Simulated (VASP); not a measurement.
# Ga (P6/mmm) in VASP: further runs, part 2 of 2

VASP 6.6.1.

### Step 6. Single point, revPBE (19.84 Å³/atom)

INCAR

```
PREC = Accurate
ENCUT = 520
EDIFF = 1E-6
ISMEAR = -1
SIGMA = 0.1
LREAL = F
LASPH = T
NELM = 80
ALGO = Normal
ISIF = 2
LWAVE = F
LCHARG = F
GGA = RE
NBANDS = 26
```

KPOINTS

```
Automatic mesh
0
Gamma
  9 9 12
```

POSCAR

```
Ga
1.0
    4.7481222945      0.0000000000      0.0000000000
   -2.3740611473      4.1119945273      0.0000000000
    0.0000000000      0.0000000000      3.0484022165
Ga
3
Direct
    0.0000000000      0.0000000000      0.0000000000
    0.3333333333      0.6666666667      0.5000000000
    0.6666666667      0.3333333333      0.5000000000
```

Potentials or basis: VASP PAW PBE potentials, release 64 (Ga_d).

Started as:

```console
$ cat potpaw_PBE.64/Ga_d/POTCAR > POTCAR
$ mpirun -np 1 vasp_std > vasp.out
```

OUTCAR:

```text
PREC = Accurate
   ENCUT = 520
   EDIFF = 1E-6
   ISMEAR = -1
   LREAL = F
   LASPH = T
   NELM = 80
   ISIF = 2
   GGA = RE

 ion  position               nearest neighbor table
   1  0.000  0.000  0.000-
   2  0.333  0.667  0.500-   3 2.74   3 2.74   3 2.74
   3  0.667  0.333  0.500-   2 2.74   2 2.74   2 2.74

  LATTYP: Found a hexagonal cell.
 ALAT       =     4.7481222945
 C/A-ratio  =     0.6420226834

  Lattice vectors:

 A1 = (   4.7481222945,   0.0000000000,   0.0000000000)
 A2 = (  -2.3740611473,   4.1119945273,   0.0000000000)
 A3 = (   0.0000000000,   0.0000000000,   3.0484022165)

Analysis of symmetry for initial positions (statically):
=====================================================================
 Subroutine PRICEL returns:
 Original cell was already a primitive cell.

 Routine SETGRP: Setting up the symmetry group for a
 hexagonal supercell.

 Subroutine GETGRP returns: Found 24 space group operations
 (whereof 24 operations were pure point group operations)
[... 162 lines left out ...]
  free energy    TOTEN  =        -7.72451790 eV

  energy without entropy =       -7.67233743  energy(sigma->0) =       -7.69842766

 E-fermi :   5.1712     XC(G=0): -10.6640

 val. band max:        5.1638320999   @ k =   0.3333   0.2222   0.1667
 cond. band min:       5.1768044808   @ k =   0.2222   0.2222   0.1667
 fundamental gap:      0.0129723809
 Fermi energy:         5.1712179661

 k-point     1 :       0.0000    0.0000    0.0000
  band No.  band energies     occupation
      1      -9.8622      2.00000
      2      -9.7103      2.00000
      3      -9.7103      2.00000
      4      -9.6867      2.00000
      5      -9.6804      2.00000
      6      -9.6554      2.00000
[... 685 lines left out ...]
     25      14.0231      0.00000
     26      14.0234      0.00000

 [... further k-points ...]

------------------------ aborting loop because EDIFF is reached ----------------------------------------

  FORCE on cell =-STRESS in cart. coord.  units (eV):
  Direction    XX          YY          ZZ          XY          YZ          ZX
  --------------------------------------------------------------------------------------
  -------------------------------------------------------------------------------------
  Total        0.1795556      0.1795556     -0.0234751     -0.0000000     -0.0000000      0.0000000
  in kB        4.8335128      4.8335128     -0.6319338     -0.0000000     -0.0000000      0.0000000
  external PRESSURE =       3.0116973 kB  Pullay stress =       0.0000000 kB

 VOLUME and BASIS-vectors are now :
 -----------------------------------------------------------------------------
  energy-cutoff  :      520.00
  volume of cell :       59.52
      direct lattice vectors                 reciprocal lattice vectors
     4.748122294  0.000000000  0.000000000     0.210609571  0.121595493  0.000000000
    -2.374061147  4.111994527  0.000000000     0.000000000  0.243190985  0.000000000
     0.000000000  0.000000000  3.048402216     0.000000000  0.000000000  0.328040701

 POSITION                                       TOTAL-FORCE (eV/Angst)
 -----------------------------------------------------------------------------------
      0.00000      0.00000      0.00000        -0.000000     -0.000000      0.000000
     -0.00000      2.74133      1.52420        -0.000000      0.000000      0.000000
      2.37406      1.37066      1.52420         0.000000     -0.000000      0.000000
 -----------------------------------------------------------------------------------
    total drift:                                0.000000      0.000000     -0.000000

  FREE ENERGIE OF THE ION-ELECTRON SYSTEM (eV)
  ---------------------------------------------------
  free  energy   TOTEN  =        -7.7245179034 eV

  energy  without entropy=       -7.6723374265  energy(sigma->0) =       -7.69842766
```

OSZICAR:

```text
N       E                     dE             d eps       ncg     rms          rms(c)
DAV:   1     0.219177239716E+03    0.21918E+03   -0.19805E+04  4640   0.275E+03
DAV:   2     0.141941685963E+02   -0.20498E+03   -0.20138E+03  4660   0.444E+02
DAV:   3    -0.729698937159E+01   -0.21491E+02   -0.21260E+02  4984   0.123E+02
DAV:   4    -0.778352926352E+01   -0.48654E+00   -0.48573E+00  5258   0.206E+01
DAV:   5    -0.779203501691E+01   -0.85058E-02   -0.85043E-02  5488   0.281E+00    0.140E+00
DAV:   6    -0.773882075895E+01    0.53214E-01   -0.10149E-01  5820   0.487E+00    0.750E-01
DAV:   7    -0.772581397387E+01    0.13007E-01   -0.39155E-02  6412   0.243E+00    0.191E-01
DAV:   8    -0.772440884937E+01    0.14051E-02   -0.38001E-03  4866   0.169E+00    0.311E-02
DAV:   9    -0.772450082831E+01   -0.91979E-04   -0.12853E-03  4956   0.808E-01    0.217E-02
DAV:  10    -0.772451586746E+01   -0.15039E-04   -0.26290E-04  5392   0.397E-01    0.723E-03
DAV:  11    -0.772451601940E+01   -0.15194E-06   -0.46382E-05  5660   0.179E-01    0.213E-03
DAV:  12    -0.772451854492E+01   -0.25255E-05   -0.18311E-05  4566   0.470E-02    0.289E-03
DAV:  13    -0.772451790344E+01    0.64148E-06   -0.48671E-06  3908   0.318E-02
   1 F= -.77245179E+01 E0= -.76984277E+01  d E =-.521805E-01
```

stdout:

```text
POSCAR found type information on POSCAR Ga
 POSCAR found :  1 types and       3 ions
 scaLAPACK will be used
 -----------------------------------------------------------------------------
|                                                                             |
|                                                                             |
|     You enforced a specific xc type in the INCAR file but a different       |
|     I HOPE YOU KNOW WHAT YOU ARE DOING!                                     |
|                                                                             |
 -----------------------------------------------------------------------------

 LDA part: xc-table for (Slater+PW92), standard interpolation
 POSCAR, INCAR and KPOINTS ok, starting setup
 FFT: planning ... GRIDC
 FFT: planning ... GRID_SOFT
 FFT: planning ... GRID
 WAVECAR not read
 entering main loop
```

Wall time 2.2 min (1 thread of AMD EPYC 7R13, shared host); peak memory 0.24 GiB.

Results:

| Item | Value |
| --- | --- |
| Free energy | -7.7245 eV |
| Pressure | 0.3 GPa |
| Band gap on the k mesh | zero (an odd number of electrons rules out a gap without spin polarisation) |

Stress tensor (GPa, compression positive):
```
 0.48  0.00  0.00
 0.00  0.48  0.00
 0.00  0.00 -0.06
```

Levels at points of the mesh, in eV from the Fermi level:
```
           k point  band 17  band 18  band 19  band 20  band 21  band 22
(0.00, 0.00, 0.00)    -2.63    -2.34    -1.06    -1.06    -0.86    -0.86
(0.00, 0.00, 0.50)    -5.90     1.07     1.30     1.30     1.63     1.65
```

Caveat: the PAW data sets were made with another functional, which shifts forces and pressure a little.

### Step 7. Summary

```tsv
cell	k mesh	gap on the mesh (eV)	pressure (GPa)
a = 4.748, b = 4.748, c = 3.048 Å, angles 90.0, 90.0, 120.0°, 3 atoms	8 × 8 × 11	none	0.2
a = 4.550, b = 4.550, c = 2.921 Å, angles 90.0, 90.0, 120.0°, 3 atoms	9 × 9 × 12	none	8.0
a = 4.618, b = 4.618, c = 2.965 Å, angles 90.0, 90.0, 120.0°, 3 atoms	9 × 9 × 12	none	4.6
a = 4.684, b = 4.684, c = 3.007 Å, angles 90.0, 90.0, 120.0°, 3 atoms	9 × 9 × 12	none	2.2
a = 4.748, b = 4.748, c = 3.048 Å, angles 90.0, 90.0, 120.0°, 3 atoms	9 × 9 × 12	none	0.3
```

Alike in all rows: task single point; level revPBE; potentials or basis VASP PAW PBE potentials, release 64 (Ga_d); no spin polarisation; cutoff (eV) 520; smearing fermi-dirac 0.1 eV.

Caveats: the PAW data sets were made with another functional, which shifts forces and pressure a little; the cell stands under pressure (at least some runs).

Total energies depend on the potentials used, so only differences within one code and one set of settings carry meaning.

The gap in the log of VASP goes by the Fermi energy; the results here count the filled bands.